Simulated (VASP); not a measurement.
Runs of VASP 6.6.1 on KBr. It takes space group Fm-3m (No. 225, cubic). Conventional cell: a = 6.605 Å, b = 6.605 Å, c = 6.605 Å, α = 90.00°, β = 90.00°, γ = 90.00°. Within 4.3 Å of K (site symmetry m-3m) lie 6 Br at 3.30 Å. Within 4.3 Å of Br (site symmetry m-3m) lie 6 K at 3.30 Å. 

| level | smearing | grid for exact exchange (PRECFOCK) | share of exact exchange | screening parameter | gap on the mesh (eV) | pressure (GPa) |
| --- | --- | --- | --- | --- | --- | --- |
| r2SCAN | gaussian 0.01 eV | - | - | - | (b) | 0.0 |
| PBEsol | gaussian 0.05 eV | - | - | - | 4.27 | -0.3 |
| PBE-based screened hybrid with 40 % exact exchange | gaussian 0.01 eV | Normal | 0.4 | 0.2078 1/Å | 6.31 | 0.3 |
| PBEsol | tetrahedron | - | - | - | 4.27 | -0.3 |
| PBEsol | gaussian 0.01 eV | - | - | - | 4.27 | -0.3 |
| PBEsol | fermi-dirac 0.5 eV | - | - | - | 4.28 | -0.3 |
| PBE-based screened hybrid with 100 % exact exchange | gaussian 0.01 eV | Normal | 1 | 0.2078 1/Å | 9.29 | (a) |
| HSE06 | gaussian 0.01 eV | Normal | 0.25 | 0.2079 1/Å | 5.59 | 0.4 |
| PBE-based global hybrid with 35 % exact exchange | gaussian 0.01 eV | Normal | 0.35 | - | (c) | 0.3 |
| PBEsol | gaussian 0.2 eV | - | - | - | 4.27 | -0.3 |

Alike in all rows: task single point; potentials or basis VASP PAW PBE potentials, release 64 (K_sv, Br); no spin polarisation; cell as given; k mesh 4 × 4 × 4; cutoff (eV) 520.

Task: Estimate the missing entries.

Result: (a) -0.5; (b) 5.07; (c) 7.10.

Caveats: the PAW data sets were made with another functional, which shifts forces and pressure a little.

A k mesh can miss the band edges, and the runs leave out spin-orbit coupling on Br.
